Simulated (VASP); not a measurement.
Here is a VASP 6.6.1 calculation.

POSCAR

```
GaAs
1.0
    0.0000000000      2.9365883170      2.9365883170
    2.9365883170      0.0000000000      2.9365883170
    2.9365883170      2.9365883170      0.0000000000
Ga As
1 1
Direct
    0.0000000000      0.0000000000      0.0000000000
    0.7500000000      0.7500000000      0.7500000000
```

Contents of INCAR.step1:

```
SYSTEM = GaAs
PREC     = Accurate       ! precision mode
ENCUT    = 520            ! plane-wave cutoff, eV
ISMEAR   = 0              ! smearing method
SIGMA    = 0.05           ! smearing width, eV
LREAL    = .False.        ! projectors in reciprocal space
LASPH    = .True.         ! aspherical terms in the spheres
NELM     = 100            ! most SCF steps
NBANDS   = 16             ! bands
GGA      = PE             ! functional
ALGO     = Normal         ! electronic algorithm
EDIFF    = 1E-4           ! SCF threshold, eV
LWAVE    = .True.         ! write WAVECAR
LCHARG   = .False.        ! write CHGCAR
```

The input INCAR.step2:

```
SYSTEM = GaAs
PREC     = Accurate       ! precision mode
ENCUT    = 520            ! plane-wave cutoff, eV
EDIFF    = 1E-6           ! SCF threshold, eV
ISMEAR   = 0              ! smearing method
SIGMA    = 0.05           ! smearing width, eV
LREAL    = .False.        ! projectors in reciprocal space
LASPH    = .True.         ! aspherical terms in the spheres
NELM     = 100            ! most SCF steps
ALGO     = Normal         ! electronic algorithm
ISIF     = 2              ! what is computed and relaxed
LWAVE    = .False.        ! write WAVECAR
LCHARG   = .True.         ! write CHGCAR
METAGGA  = R2SCAN         ! meta-GGA
LMIXTAU  = .True.       
LELF     = .True.         ! ELF
LVHAR    = .True.       
NBANDS   = 16             ! bands
ISTART   = 1
```

Contents of KPOINTS:

```
Automatic mesh
0
Gamma
  12 12 12
  0 0 0
```

Potentials or basis: VASP PAW PBE potentials, release 64 (Ga_d, As).

Launch:

```sh
$ cat potpaw_PBE.64/Ga_d/POTCAR potpaw_PBE.64/As/POTCAR > POTCAR
$ cp INCAR.step1 INCAR
$ mpirun -np 1 vasp_std > vasp.out
$ cp INCAR.step2 INCAR
$ mpirun -np 1 vasp_std > vasp.out
```

Task: Estimate the pressure.

Result: -6.0 GPa.

Task: What does it give for the band gap on the k mesh?

Result: 0.11 eV.

Caveat: the cell differs from its parent crystal (strained); the cell stands under tension; the PAW data sets were made with another functional, which shifts forces and pressure a little.
